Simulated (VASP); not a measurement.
Set up this calculation in VASP 6.6.1, as the native input.

- Task: single point
- Functional: PBEsol
- Dispersion: D3(BJ)
- Potentials or basis: VASP PAW PBE potentials, release 64 (C)
- Cutoff: 520 eV
- k mesh: 15 × 15 × 15
- Occupations: gaussian, width 0.05 eV
- Spin: no spin polarisation
- Dipole correction: no
- Further INCAR settings: ALGO = Normal; EDIFF = 1e-07; NBANDS = 11

The structure of C lies in POSCAR:

```
C
1.0
    1.2291305633      0.7096388616      3.2835658809
   -1.2291305633      0.7096388616      3.2835658809
    0.0000000000     -1.4192777231      3.2835658809
C
2
Direct
    0.1856219585      0.1856219585      0.1574386091
    0.8143780415      0.8143780415      0.8425613909
```

This cell differs from its parent crystal: atoms displaced along a vibrational mode.

One way to write it, as run:

INCAR

```
PREC = Accurate
ENCUT = 520
EDIFF = 1E-7
ISMEAR = 0
SIGMA = 0.05
LREAL = F
LASPH = T
NELM = 60
ALGO = Normal
ISIF = 2
LWAVE = F
LCHARG = F
GGA = PS
IVDW = 12
NBANDS = 11
```

KPOINTS

```
Automatic mesh
0
Gamma
  15 15 15
```

Potentials or basis: VASP PAW PBE potentials, release 64 (C).

The run is started by

```console
$ cat potpaw_PBE.64/C/POTCAR > POTCAR
$ mpirun -np 1 vasp_std > vasp.out
```

It gave:

| Property | Result |
| --- | --- |
| Pressure | 1.0 GPa |
| Largest force | 4.772 eV/Å |
| Dispersion energy per atom | -0.113 eV |

Caveat: the cell differs from its parent crystal (atoms displaced along a vibrational mode); the PAW data sets were made with another functional, which shifts forces and pressure a little.

Run time: 99 s on 1 thread of Intel(R) Xeon(R) 6975P-C (Granite Rapids), on a shared host, peak memory 0.27 GiB.
